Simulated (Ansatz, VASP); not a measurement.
## PbSe: VASP beside Ansatz

The input INCAR:

```
SYSTEM = PbSe
ALGO     = Normal         ! electronic algorithm
EDIFF    = 1E-8           ! SCF threshold, eV
ENCUT    = 520            ! plane-wave cutoff, eV
GGA      = PS             ! functional
ISIF     = 2              ! what is computed and relaxed
ISMEAR   = -1             ! smearing method
LASPH    = .TRUE.         ! aspherical terms in the spheres
LCHARG   = .FALSE.        ! write CHGCAR
LEFG     = .TRUE.       
LREAL    = .FALSE.        ! projectors in reciprocal space
LWAVE    = .FALSE.        ! write WAVECAR
NBANDS   = 17             ! bands
NELM     = 60             ! most SCF steps
PREC     = Accurate       ! precision mode
SIGMA    = 0.02           ! smearing width, eV
```

The input KPOINTS:

```
k-points
0
G
  7 7 7
  0 0 0
```

The input POSCAR:

```
PbSe
1.0
    0.0000000000      3.0723233306      3.0723233306
    3.0723233306      0.0000000000      3.0723233306
    3.0723233306      3.0723233306      0.0000000000
Pb Se
1 1
Direct
    0.0000000000      0.0000000000      0.0000000000
    0.5000000000      0.5000000000      0.5000000000
```

Input for Ansatz:

```yaml
crystal:
  lattice:
    - [0.0, 3.0723233306, 3.0723233306]
    - [3.0723233306, 0.0, 3.0723233306]
    - [3.0723233306, 3.0723233306, 0.0]
  atoms:
    - { symbol: Pb, position: [0.0, 0.0, 0.0] }
    - { symbol: Se, position: [0.5, 0.5, 0.5] }
kpoints:
  mp_grid: { grid: [7, 7, 7] }
scf:
  occupations: { method: fermi_dirac, width: 0.02 }
hamiltonian:
  xc: pbesol
  pseudopotentials: { kind: all_electron, datasets: crystal }
output:
  forces: true
  stress: true
  eigenvalues: true
  efg: { contact_densities: true }
```

Change from the starting cell: volume scaled by 1.01, crystal datasets.

Alike in both runs: task electric field gradients; functional PBEsol; k mesh 7 × 7 × 7; occupations fermi-dirac, width 0.02 eV; no spin polarisation.

```csv
,VASP,Ansatz
version,VASP 6.6.1,Ansatz 0.2.0
potentials or method,"VASP PAW PBE potentials, release 64 (Pb_d, Se), cutoff 520 eV","all-electron PAW with datasets made for the crystal, scalar-relativistic"
```

```tsv
	VASP	Ansatz	Ansatz less VASP
pressure (GPa)	-1.1	-1.1	+0.01
```

VASP's potentials were made for PBE, not for PBEsol. Ansatz ran all-electron here, and VASP with PAW potentials.

Spin-orbit coupling is off throughout.
